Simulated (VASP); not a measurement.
# CuSi16 (a cell with a defect) in VASP: notebook, part 2 of 2

VASP 6.6.1. Earlier steps stand in the parts before.

## 4. Single point, PBE+D3(BJ)

INCAR

```
SYSTEM = CuSi16
PREC = Accurate
ENCUT = 520
EDIFF = 1E-6
ISMEAR = 0
SIGMA = 0.02
LREAL = Auto
LASPH = .TRUE.
NELM = 60
ALGO = Normal
ISIF = 2
LWAVE = .FALSE.
LCHARG = .TRUE.
GGA = PE
IVDW = 12
LELF = .TRUE.
LVHAR = .TRUE.
NBANDS = 52
NELECT = 74.0
```

KPOINTS

```
regular mesh
0
G
  2 2 2
  0 0 0
```

POSCAR

```
CuSi16
1.0
    0.0000000000      5.4300000000      5.4300000000
    5.4300000000      0.0000000000      5.4300000000
    5.4300000000      5.4300000000      0.0000000000
Si Cu
16 1
Direct
    0.0010664825     -0.0088576427     -0.0003195212
    0.1347313076      0.0968187845      0.1343348066
   -0.0004740331     -0.0076779006      0.5068143646
    0.1149572744      0.1300327808      0.6274767956
    0.0103472376      0.4682151934      0.0070531308
    0.1190317680      0.6190641805      0.1203754144
   -0.0176930939      0.5030625230      0.5044337937
    0.1236014733      0.6206650092      0.6371335175
    0.5078361878     -0.0085776243     -0.0011275322
    0.6283252302      0.1301955801      0.1135401473
    0.4874885820      0.0386243094      0.4858392265
    0.6268703499      0.1329064457      0.6267165746
    0.5051090239      0.5031506446     -0.0168248619
    0.6395756906      0.6195911602      0.1232495396
    0.5098552486      0.5063440147      0.5078278085
    0.6137114180      0.6664362799      0.6154110497
    0.3372973297      0.4915409761      0.3374750460
```

Launch:

```
$ cat potpaw_PBE.64/Si/POTCAR potpaw_PBE.64/Cu/POTCAR > POTCAR
$ mpirun -np 1 vasp_std > vasp.out
```

It took 4.3 min on 1 thread of AMD EPYC 9R45 (Zen 5), shared host; peak memory 0.45 GiB.

The run converged. Its results:

```yaml
Free_energy: -99.8830 eV
Largest_force: 0.081 eV/Å
Dispersion_energy_per_atom: -0.334 eV
```

Forces in eV/Å, atoms in the order of the input:
```
Si   0.011  0.000 -0.003
Si   0.011 -0.014  0.024
Si  -0.008 -0.011 -0.004
Si   0.006 -0.011 -0.011
Si   0.011 -0.015 -0.004
Si  -0.017  0.004  0.013
Si   0.036 -0.016 -0.005
Si   0.004 -0.003 -0.007
Si   0.004 -0.005 -0.011
Si  -0.010 -0.004  0.005
Si  -0.019  0.019 -0.018
Si   0.007  0.013  0.015
Si   0.003 -0.031  0.015
Si  -0.006  0.001  0.013
Si   0.027  0.011  0.024
Si  -0.018  0.006 -0.006
Cu  -0.043  0.056 -0.041
```

Levels at points of the mesh, in eV from the Fermi level:
| k point | band 34 | band 35 | band 36 | band 37 | band 38 | band 39 | band 40 | band 41 |
| --- | --- | --- | --- | --- | --- | --- | --- | --- |
| (0.00, 0.00, 0.00) | -1.11 | -0.61 | -0.22 | -0.06 | 0.06 | 0.25 | 0.56 | 0.58 |
| (0.50, 0.00, 0.00) | -1.02 | -0.95 | -0.91 | -0.77 | 0.56 | 1.07 | 1.16 | 1.28 |
| (0.00, 0.50, 0.00) | -0.94 | -0.92 | -0.63 | -0.50 | 0.52 | 0.97 | 1.36 | 1.39 |
| (0.00, 0.00, 0.50) | -1.02 | -0.94 | -0.91 | -0.75 | 0.57 | 1.07 | 1.17 | 1.29 |
| (0.50, 0.50, 0.50) | -1.00 | -0.95 | -0.93 | -0.81 | 0.53 | 1.08 | 1.15 | 1.28 |
| (0.50, 0.50, 0.00) | -1.56 | -1.54 | -1.46 | -1.16 | 0.66 | 0.90 | 1.88 | 2.04 |
| (0.00, 0.50, 0.50) | -1.55 | -1.55 | -1.47 | -1.15 | 0.65 | 0.90 | 1.88 | 2.05 |
| (0.50, 0.00, 0.50) | -1.57 | -1.52 | -1.45 | -1.20 | 0.67 | 0.90 | 1.89 | 2.03 |

Caveat: the k points lie up to 0.50 Å⁻¹ apart; the cell carries a net charge on a neutralising background, which shifts energy and pressure; the cell is charged against a uniform background, so pressure and absolute levels hang on convention.

## 5. Single point, PBE+D3(BJ)

INCAR

```
SYSTEM = CuSi16
PREC = Accurate
ENCUT = 520
EDIFF = 1E-6
ISMEAR = 0
SIGMA = 0.02
LREAL = Auto
LASPH = .True.
NELM = 100
ALGO = Normal
ISIF = 2
LWAVE = .False.
LCHARG = .False.
GGA = PE
IVDW = 12
NELECT = 74.0
NBANDS = 52
```

KPOINTS

```
Automatic mesh
0
Gamma
  2 2 2
  0 0 0
```

POSCAR

```
CuSi16
1.0
    0.0000000000      5.4300000000      5.4300000000
    5.4300000000      0.0000000000      5.4300000000
    5.4300000000      5.4300000000      0.0000000000
Si Cu
16 1
Direct
   -0.0044190608     -0.0043098527     -0.0043669429
    0.1200197053      0.1200699816      0.1200204420
   -0.0027647330     -0.0030691529      0.4920045120
    0.1193160221      0.1184937385      0.6225762431
   -0.0027895028      0.4920600368     -0.0031062615
    0.1192669429      0.6226295580      0.1184849908
    0.0062918048      0.4944244015      0.4943877532
    0.1336291897      0.6244991713      0.6244632597
    0.4919437385     -0.0029085635     -0.0029172192
    0.6225450276      0.1188811234      0.1189166667
    0.4951434622      0.0047278085      0.4949255985
    0.6248936464      0.1329592081      0.6247081952
    0.4950744936      0.4948980663      0.0048820442
    0.6248593923      0.6247054328      0.1330109576
    0.5132769797      0.5129156538      0.5129182320
    0.6377023020      0.6362157459      0.6363625230
    0.3908639042      0.3883819521      0.3886627993
```

Potentials or basis: VASP PAW PBE potentials, release 64 (Si, Cu).

Launch:

```
$ cat potpaw_PBE.64/Si/POTCAR potpaw_PBE.64/Cu/POTCAR > POTCAR
$ mpirun -np 1 vasp_std > vasp.out
```

OUTCAR:

```text
SYSTEM = CuSi16
   PREC = Accurate
   ENCUT = 520
   EDIFF = 1E-6
   ISMEAR = 0
   LREAL = Auto
   LASPH = .True.
   NELM = 100
   ISIF = 2
   GGA = PE
   IVDW = 12
   NELECT = 74.0
 IVDW          = 12

 ion  position               nearest neighbor table
   1  0.996  0.996  0.996-  10 2.34   4 2.34   6 2.34   2 2.34
   2  0.120  0.120  0.120-   9 2.33   3 2.33   5 2.33   1 2.34
   3  0.997  0.997  0.492-   2 2.33  12 2.34   8 2.34   4 2.35
   4  0.119  0.118  0.623-   1 2.34   3 2.35  11 2.36   7 2.36  17 2.95
[... 646 lines left out ...]
  Total      -7.74235    -7.70457    -7.70977     0.31119     0.30572     0.31233
  in kB     -38.73948   -38.55045   -38.57646     1.55705     1.52969     1.56276
  external pressure =      -38.62 kB  Pullay stress =        0.00 kB

 VOLUME and BASIS-vectors are now :
 -----------------------------------------------------------------------------
  energy-cutoff  :      520.00
  volume of cell :      320.21
      direct lattice vectors                 reciprocal lattice vectors
     0.000000000  5.430000000  5.430000000    -0.092081031  0.092081031  0.092081031
     5.430000000  0.000000000  5.430000000     0.092081031 -0.092081031  0.092081031
     5.430000000  5.430000000  0.000000000     0.092081031  0.092081031 -0.092081031

 POSITION                                       TOTAL-FORCE (eV/Angst)
 -----------------------------------------------------------------------------------
     10.81288     10.81229     10.81260        -0.016186     -0.011938     -0.012190
      1.30369      1.30342      1.30369         0.013321      0.009741      0.009982
      8.08492      8.08657     10.82832        -0.010587     -0.003960     -0.011841
      4.02401      4.02848      1.29131         0.022029      0.014068      0.023831
      8.08502     10.82799      8.08674        -0.010319     -0.011628     -0.004252
      4.02425      1.29099      4.02850         0.021873      0.023618      0.014449
[... 9 lines left out ...]
      6.91010      6.91817      6.91738         0.010358      0.010696      0.011400
      4.21935      4.23283      4.23130         0.001143     -0.005501     -0.004613
 -----------------------------------------------------------------------------------
    total drift:                                0.001861      0.002162      0.001020

  FREE ENERGIE OF THE ION-ELECTRON SYSTEM (eV)
  ---------------------------------------------------
  free  energy   TOTEN  =       -99.8899800651 eV

  energy  without entropy=      -99.8899800651  energy(sigma->0) =      -99.88998007
```

stdout:

```text
POSCAR found type information on POSCAR SiCu
 POSCAR found :  2 types and      17 ions
 scaLAPACK will be used
 LDA part: xc-table for (Slater+PW92), standard interpolation
 POSCAR, INCAR and KPOINTS ok, starting setup
 FFT: planning ... GRIDC
 FFT: planning ... GRID_SOFT
 FFT: planning ... GRID
 WAVECAR not read
 entering main loop
 the old and the new charge density differ
 old charge density:    75.00000 new   74.00000
    0.227E+01
```

Wall time 4.6 min (1 thread of AMD EPYC 9R45 (Zen 5), shared host); peak memory 0.45 GiB.

Results:

```
Free energy                : -99.8900 eV
Largest force              : 0.040 eV/Å
Dispersion energy per atom : -0.333 eV
```

Forces on the atoms (eV/Å):
```
Si  -0.016 -0.012 -0.012
Si   0.013  0.010  0.010
Si  -0.011 -0.004 -0.012
Si   0.022  0.014  0.024
Si  -0.010 -0.012 -0.004
Si   0.022  0.024  0.014
Si  -0.009 -0.026 -0.027
Si   0.016  0.007  0.007
Si  -0.015 -0.005 -0.006
Si   0.024  0.017  0.018
Si  -0.029 -0.007 -0.026
Si   0.012  0.016  0.009
Si  -0.029 -0.026 -0.008
Si   0.012  0.008  0.016
Si  -0.014 -0.009 -0.010
Si   0.010  0.011  0.011
Cu   0.001 -0.006 -0.005
```

Levels at points of the mesh, in eV from the Fermi level:
| k point | band 34 | band 35 | band 36 | band 37 | band 38 | band 39 | band 40 | band 41 |
| --- | --- | --- | --- | --- | --- | --- | --- | --- |
| (0.00, 0.00, 0.00) | -0.84 | -0.61 | -0.14 | -0.14 | 0.21 | 0.65 | 0.66 | 0.68 |
| (0.50, 0.00, 0.00) | -0.84 | -0.80 | -0.71 | -0.63 | 0.63 | 1.13 | 1.33 | 1.37 |
| (0.00, 0.50, 0.00) | -0.85 | -0.80 | -0.71 | -0.64 | 0.63 | 1.13 | 1.33 | 1.37 |
| (0.00, 0.00, 0.50) | -0.85 | -0.80 | -0.71 | -0.64 | 0.63 | 1.13 | 1.33 | 1.37 |
| (0.50, 0.50, 0.50) | -0.87 | -0.87 | -0.68 | -0.68 | 0.47 | 1.31 | 1.38 | 1.38 |
| (0.50, 0.50, 0.00) | -1.47 | -1.39 | -1.36 | -0.91 | 0.71 | 1.10 | 2.07 | 2.12 |
| (0.00, 0.50, 0.50) | -1.47 | -1.40 | -1.36 | -0.92 | 0.72 | 1.10 | 2.07 | 2.11 |
| (0.50, 0.00, 0.50) | -1.47 | -1.39 | -1.36 | -0.91 | 0.71 | 1.10 | 2.07 | 2.12 |

Caveat: the k points lie up to 0.50 Å⁻¹ apart; the cell carries a net charge on a neutralising background, which shifts energy and pressure; the cell is charged against a uniform background, so pressure and absolute levels hang on convention.
